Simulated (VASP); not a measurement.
Here is a VASP 6.6.1 calculation.

The input INCAR:

```
SYSTEM = Rh
AGGAC = 1.0 ; AGGAX = 1.0
ALDAC = 0.0 ; ALDAX = 1.0
ALGO = Normal ; EDIFF = 1E-7
ENCUT = 520 ; GGA = B5
ISIF = 2 ; ISMEAR = 1
LASPH = .TRUE. ; LCHARG = .TRUE.
LELF = .TRUE. ; LREAL = .FALSE.
LVHAR = .TRUE. ; LWAVE = .FALSE.
NBANDS = 14 ; NELM = 80
PREC = Accurate ; SIGMA = 0.15
```

File KPOINTS:

```
k-points
0
G
  14 14 14
  0 0 0
```

The input POSCAR:

```
Rh
1.0
    0.0000000000      1.8978500000      1.8978500000
    1.8978500000      0.0000000000      1.8978500000
    1.8978500000      1.8978500000      0.0000000000
Rh
1
Direct
    0.0000000000      0.0000000000      0.0000000000
```

Potentials or basis: VASP PAW PBE potentials, release 64 (Rh_pv).

The run is started by

```console
$ cat potpaw_PBE.64/Rh_pv/POTCAR > POTCAR
$ mpirun -np 1 vasp_std > vasp.out
```

(1) Estimate the pressure.

Results:

(1) 22.1 GPa.

Caveat: the PAW data sets were made with another functional, which shifts forces and pressure a little.
